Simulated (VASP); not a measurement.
# Na (Fm-3m) in VASP: single point with r2SCAN

Aim: the single point of Na with r2SCAN.

Program: VASP 6.6.1. These are calculated values, not measurements. Logs are shortened: lines on timing, memory, paths and dates and some standing lists are left out, and cuts for length are marked.

### Step 1. The cell of the first run

The structure is cubic, space group Fm-3m (No. 225). Conventional cell: a = 5.195 Å, b = 5.195 Å, c = 5.195 Å, α = 90.00°, β = 90.00°, γ = 90.00°. Within 4.8 Å of Na (site symmetry m-3m) lie 12 Na at 3.67 Å.

### Step 2. Single point, r2SCAN

POSCAR reads:

```
Na
1.0
    0.0000000000      2.5973470000      2.5973470000
    2.5973470000      0.0000000000      2.5973470000
    2.5973470000      2.5973470000      0.0000000000
Na
1
Direct
    0.0000000000      0.0000000000      0.0000000000
```

INCAR.step1 reads:

```
SYSTEM = Na
PREC     = Accurate       ! precision mode
ENCUT    = 550            ! plane-wave cutoff, eV
ISMEAR   = 1              ! smearing method
SIGMA    = 0.0221         ! smearing width, eV
LREAL    = .False.        ! projectors in reciprocal space
LASPH    = .True.         ! aspherical terms in the spheres
NELM     = 120            ! most SCF steps
NBANDS   = 10             ! bands
GGA      = PE             ! functional
ALGO     = Normal         ! electronic algorithm
EDIFF    = 1E-5           ! SCF threshold, eV
LWAVE    = .True.         ! write WAVECAR
LCHARG   = .False.        ! write CHGCAR
GGA_COMPAT= .False.
```

INCAR.step2 reads:

```
SYSTEM = Na
PREC     = Accurate       ! precision mode
ENCUT    = 550            ! plane-wave cutoff, eV
EDIFF    = 1E-6           ! SCF threshold, eV
ISMEAR   = 1              ! smearing method
SIGMA    = 0.0221         ! smearing width, eV
LREAL    = .False.        ! projectors in reciprocal space
LASPH    = .True.         ! aspherical terms in the spheres
NELM     = 120            ! most SCF steps
ALGO     = Normal         ! electronic algorithm
ISIF     = 2              ! what is computed and relaxed
LWAVE    = .False.        ! write WAVECAR
LCHARG   = .True.         ! write CHGCAR
METAGGA  = R2SCAN         ! meta-GGA
LMIXTAU  = .True.       
LELF     = .True.         ! ELF
LVHAR    = .True.       
NBANDS   = 10             ! bands
ISTART   = 1            
GGA_COMPAT= .False.
```

KPOINTS reads:

```
Automatic mesh
0
Gamma
  9 9 9
  0 0 0
```

Potentials or basis: VASP PAW PBE potentials, release 64 (Na_pv).

On the command line:

```sh
> cat potpaw_PBE.64/Na_pv/POTCAR > POTCAR
> cp INCAR.step1 INCAR
> mpirun -np 1 vasp_std > vasp.out
> cp INCAR.step2 INCAR
> mpirun -np 1 vasp_std > vasp.out
```

OUTCAR:

```text
SYSTEM = Na
   PREC = Accurate
   ENCUT = 550
   EDIFF = 1E-6
   ISMEAR = 1
   LREAL = .False.
   LASPH = .True.
   NELM = 120
   ISIF = 2
   METAGGA = R2SCAN
   ISTART = 1

 ion  position               nearest neighbor table
   1  0.000  0.000  0.000-

  LATTYP: Found a face centered cubic cell.
 ALAT       =     5.1946940000

  Lattice vectors:

 A1 = (   0.0000000000,   2.5973470000,   2.5973470000)
 A2 = (   2.5973470000,   0.0000000000,   2.5973470000)
 A3 = (   2.5973470000,   2.5973470000,   0.0000000000)

Analysis of symmetry for initial positions (statically):
=====================================================================
 Subroutine PRICEL returns:
 Original cell was already a primitive cell.

 Routine SETGRP: Setting up the symmetry group for a
 face centered cubic supercell.

 Subroutine GETGRP returns: Found 48 space group operations
 (whereof 48 operations were pure point group operations)
 out of a pool of 48 trial point group operations.

The static configuration has the point symmetry O_h .

Analysis of symmetry for dynamics (positions and initial velocities):
=====================================================================
 Subroutine PRICEL returns:
 Original cell was already a primitive cell.

 Routine SETGRP: Setting up the symmetry group for a
 face centered cubic supercell.

 Subroutine GETGRP returns: Found 48 space group operations
 (whereof 48 operations were pure point group operations)
 out of a pool of 48 trial point group operations.

The dynamic configuration has the point symmetry O_h .

 Subroutine INISYM returns: Found 48 space group operations
 (whereof 48 operations are pure point group operations),
 and found     1 'primitive' translations

----------------------------------------------------------------------------------------

                                     Primitive cell

  volume of cell :      35.0445

  direct lattice vectors                    reciprocal lattice vectors
     0.000000000  2.597347000  2.597347000    -0.192504121  0.192504121  0.192504121
     2.597347000  0.000000000  2.597347000     0.192504121 -0.192504121  0.192504121
     2.597347000  2.597347000  0.000000000     0.192504121  0.192504121 -0.192504121

  length of vectors
     3.673203354  3.673203354  3.673203354     0.333426917  0.333426917  0.333426917

  position of ions in fractional coordinates (direct lattice)
     0.000000000  0.000000000  0.000000000

  ion indices of the primitive-cell ions
   primitive index   ion index
                 1           1

----------------------------------------------------------------------------------------

 KPOINTS: Automatic mesh

Automatic generation of k-mesh.
 Grid dimensions read from file:
 generate k-points for:    9    9    9

 Generating k-lattice:

  Cartesian coordinates                     Fractional coordinates (reciprocal lattice)
    -0.021389347  0.021389347  0.021389347     0.111111111  0.000000000  0.000000000
     0.021389347 -0.021389347  0.021389347     0.000000000  0.111111111  0.000000000
     0.021389347  0.021389347 -0.021389347     0.000000000  0.000000000  0.111111111

  Length of vectors
     0.037047435  0.037047435  0.037047435

  Shift w.r.t. Gamma in fractional coordinates (k-lattice)
     0.000000000  0.000000000  0.000000000

 Subroutine IBZKPT returns following result:
 ===========================================

 Found     35 irreducible k-points:

 Following reciprocal coordinates:
            Coordinates               Weight
  0.000000  0.000000  0.000000      1.000000
  0.111111  0.000000  0.000000      8.000000
  0.222222  0.000000  0.000000      8.000000
  0.333333  0.000000  0.000000      8.000000
  0.444444  0.000000  0.000000      8.000000
  0.111111  0.111111  0.000000      6.000000
[... 16 lines left out ...]
 -0.333333  0.333333  0.000000     12.000000
  0.444444  0.444444  0.000000      6.000000
 [... further k-points ...]
   k-points           NKPTS =     35   k-points in BZ     NKDIM =     35   number of bands    NBANDS=     10
   number of dos      NEDOS =    301   number of ions     NIONS =      1
   total plane-waves  NPLWV =  21952
   dimension x,y,z NGX =    28 NGY =   28 NGZ =   28
   dimension x,y,z NGXF=    56 NGYF=   56 NGZF=   56
   ions per type =               1
   NGX,Y,Z   is equivalent  to a cutoff of  12.67, 12.67, 12.67 a.u.
   NGXF,Y,Z  is equivalent  to a cutoff of  25.35, 25.35, 25.35 a.u.
 SYSTEM =  Na
   PREC   = accura    normal or accurate (medium, high low for compatibility)
   ISTART =      1    job   : 0-new  1-cont  2-samecut
   ICHARG =      0    charge: 1-file 2-atom 10-const
   ISPIN  =      1    spin polarized calculation?
   LNONCOLLINEAR =      F non collinear calculations
   LSORBIT =      F    spin-orbit coupling
   LASPH  =      T    aspherical Exc in radial PAW
   ENCUT  =  550.0 eV  40.42 Ry    6.36 a.u.   7.02  7.02  7.02*2*pi/ulx,y,z
   NELM   =    120;   NELMIN=  2; NELMDL=  0     # of ELM steps
   EDIFF  = 0.1E-05   stopping-criterion for ELM
   LREAL  =      F    real-space projection
   EDIFFG = 0.1E-04   stopping-criterion for IOM
   NSW    =      0    number of steps for IOM
   IBRION =     -1    ionic relax: 0-MD 1-quasi-New 2-CG
   NFREE  =      0    steps in history (QN), initial steepest desc. (CG)
   ISIF   =      2    stress and relaxation
   ISYM   =      2    0-nonsym 1-usesym 2-fastsym
   POTIM  = 0.5000    time-step for ionic-motion
   TEBEG  =    0.0;   TEEND  =   0.0 temperature during run
   PSTRESS=    0.0 pullay stress
   NELECT =       7.0000    total number of electrons
   NUPDOWN=      -1.0000    fix difference up-down
   EMIN   =  10.00;   EMAX   =-10.00  energy-range for DOS
   EFERMI =   0.00;   METHOD = LEGACY
   ISMEAR =     1;   SIGMA  =   0.02  broadening in eV -4-tet -1-fermi 0-gaus
   EFERMI_NEDOS =   21; number of points for ismear=-14 and -15
   IALGO  =     38    algorithm
   IMIX   =      4    mixing-type and parameters
     AMIX     =   0.40;   BMIX     =  1.00
     AMIX_MAG =   1.60;   BMIX_MAG =  1.00
  volume/ion in A,a.u.               =      35.04       236.49
  Fermi-wavevector in a.u.,A,eV,Ry     =   0.956976  1.808422 12.460247  0.915802
  Thomas-Fermi vector in A             =   2.085952
   LORBIT       =      0    0 simple, 1 ext, 2 COOP (PROOUT), +10 PAW based schemes
   METAGGA = R2SCAN    functional components
   LHFCALC =     F    Hartree Fock is set to
   AEXX    =    0.0000 exact exchange contribution
   IVDW    =     0    specifies the selected vdW correction
   LEPSILON=     F    determine dielectric tensor
   LRPA    =     F    only Hartree local field effects (RPA)
 non-spin polarized calculation
 Methfessel and Paxton  Order N= 1 SIGMA  =   0.02
  energy-cutoff  :      550.00
  volume of cell :       35.04
 maximum number of plane-waves:      1037
   NGX = 13   NGY = 13   NGZ = 13

 number of electron       7.0000010 magnetization

 Free energy of the ion-electron system (eV)
  ---------------------------------------------------
  ext. energy  EPLUGINS =         0.00000000
  ---------------------------------------------------
  free energy    TOTEN  =        -3.54497185 eV

  energy without entropy =       -3.54463507  energy(sigma->0) =       -3.54485959

 E-fermi :   0.6330     XC(G=0):  -7.0805

 val. band max:        0.6265768021   @ k =  -0.3333   0.2222   0.0000
 cond. band min:       0.6375360413   @ k =   0.4444   0.3333   0.0000
 fundamental gap:      0.0109592392
 Fermi energy:         0.6329629328

 k-point     1 :       0.0000    0.0000    0.0000
  band No.  band energies     occupation
      1     -25.4490      2.00000
      2     -25.4490      2.00000
      3     -25.4490      2.00000
      4      -3.0992      2.00000
      5      12.6228      0.00000
      6      12.6228      0.00000
      7      12.6228      0.00000
      8      13.9524      0.00000
      9      14.8998      0.00000
     10      14.8998      0.00000

 k-point     2 :       0.1111    0.0000    0.0000
  band No.  band energies     occupation
      1     -25.4542      2.00000
      2     -25.4497      2.00000
      3     -25.4497      2.00000
      4      -2.8714      2.00000
      5      10.2156      0.00000
      6      12.3355      0.00000
      7      12.3355      0.00000
      8      14.0285      0.00000
      9      15.4112      0.00000
     10      15.4112      0.00000

 k-point     3 :       0.2222    0.0000    0.0000
  band No.  band energies     occupation
      1     -25.4672      2.00000
      2     -25.4515      2.00000
      3     -25.4515      2.00000
      4      -2.1944      2.00000
      5       7.3245      0.00000
      6      11.9120      0.00000
      7      11.9121      0.00000
      8      13.3822      0.00000
      9      14.9992      0.00000
     10      14.9992      0.00000

 k-point     4 :       0.3333    0.0000    0.0000
  band No.  band energies     occupation
      1     -25.4818      2.00000
      2     -25.4535      2.00000
      3     -25.4535      2.00000
      4      -1.0868      2.00000
      5       4.7035      0.00000
      6      11.6567      0.00000
      7      11.6567      0.00000
      8      13.0107      0.00000
      9      13.9672      0.00000
     10      13.9672      0.00000

 k-point     5 :       0.4444    0.0000    0.0000
  band No.  band energies     occupation
      1     -25.4913      2.00000
      2     -25.4548      2.00000
      3     -25.4548      2.00000
      4       0.4008      2.00000
      5       2.4556      0.00000
      6      11.5762      0.00000
      7      11.5762      0.00000
      8      12.9091      0.00000
      9      13.3674      0.00000
     10      13.3674      0.00000

 k-point     6 :       0.1111    0.1111    0.0000
  band No.  band energies     occupation
      1     -25.4541      2.00000
      2     -25.4509      2.00000
      3     -25.4509      2.00000
      4      -2.7957      2.00000
      5      10.8299      0.00000
      6      11.4523      0.00000
      7      11.4524      0.00000
      8      13.2681      0.00000
      9      15.5376      0.00000
     10      16.3360      0.00000
[... 183 lines left out ...]
 k-point    21 :       0.4444    0.3333    0.0000
  band No.  band energies     occupation
      1     -25.4849      2.00000
      2     -25.4645      2.00000
      3     -25.4623      2.00000
      4       0.6375      0.65794
      5       5.4904      0.00000
      6       6.3772      0.00000
      7       8.9391      0.00000
      8       9.4378      0.00000
      9      12.6307      0.00000
     10      19.7375      0.00000

 k-point    22 :      -0.4444    0.3333    0.0000
  band No.  band energies     occupation
      1     -25.4845      2.00000
      2     -25.4709      2.00000
      3     -25.4618      2.00000
      4       2.0593      0.00000
      5       3.8486      0.00000
      6       5.0301      0.00000
      7       9.1188      0.00000
      8       9.8273      0.00000
      9      14.7824      0.00000
     10      18.8710      0.00000

 k-point    23 :      -0.3333    0.3333    0.0000
  band No.  band energies     occupation
      1     -25.4782      2.00000
      2     -25.4779      2.00000
      3     -25.4594      2.00000
      4       2.0417      0.00000
      5       3.6166      0.00000
      6       4.7378      0.00000
      7       9.6586      0.00000
      8      10.5393      0.00000
      9      17.4447      0.00000
     10      17.8134      0.00000

 k-point    24 :       0.4444    0.4444    0.0000
  band No.  band energies     occupation
      1     -25.4888      2.00000
      2     -25.4643      2.00000
      3     -25.4643      2.00000
      4       1.5386      0.00000
      5       4.1132      0.00000
      6       7.3186      0.00000
      7       8.6421      0.00000
      8       8.6421      0.00000
      9      11.2881      0.00000
     10      21.8101      0.00000

 [... further k-points ...]

------------------------ aborting loop because EDIFF is reached ----------------------------------------

  FORCE on cell =-STRESS in cart. coord.  units (eV):
  Direction    XX          YY          ZZ          XY          YZ          ZX
  --------------------------------------------------------------------------------------
  -------------------------------------------------------------------------------------
  Total        0.1518356      0.1518356      0.1518356      0.0000000      0.0000000      0.0000000
  in kB        6.9416760      6.9416760      6.9416760      0.0000000      0.0000000      0.0000000
  external PRESSURE =       6.9416760 kB  Pullay stress =       0.0000000 kB

 VOLUME and BASIS-vectors are now :
 -----------------------------------------------------------------------------
  energy-cutoff  :      550.00
  volume of cell :       35.04
      direct lattice vectors                 reciprocal lattice vectors
     0.000000000  2.597347000  2.597347000    -0.192504121  0.192504121  0.192504121
     2.597347000  0.000000000  2.597347000     0.192504121 -0.192504121  0.192504121
     2.597347000  2.597347000  0.000000000     0.192504121  0.192504121 -0.192504121

 POSITION                                       TOTAL-FORCE (eV/Angst)
 -----------------------------------------------------------------------------------
      0.00000      0.00000      0.00000         0.000000      0.000000      0.000000
 -----------------------------------------------------------------------------------
    total drift:                               -0.000000     -0.000000     -0.000000

  FREE ENERGIE OF THE ION-ELECTRON SYSTEM (eV)
  ---------------------------------------------------
  free  energy   TOTEN  =        -3.5449718478 eV

  energy  without entropy=       -3.5446350674  energy(sigma->0) =       -3.54485959
```

It took 47 s on 1 thread of Intel Xeon 8259CL, shared host; peak memory 0.16 GiB.

What came out:

| Property | Result |
| --- | --- |
| Free energy | -3.5450 eV |
| Pressure | 0.7 GPa |

Caveat: the PAW data sets were made with another functional, which shifts forces and pressure a little.
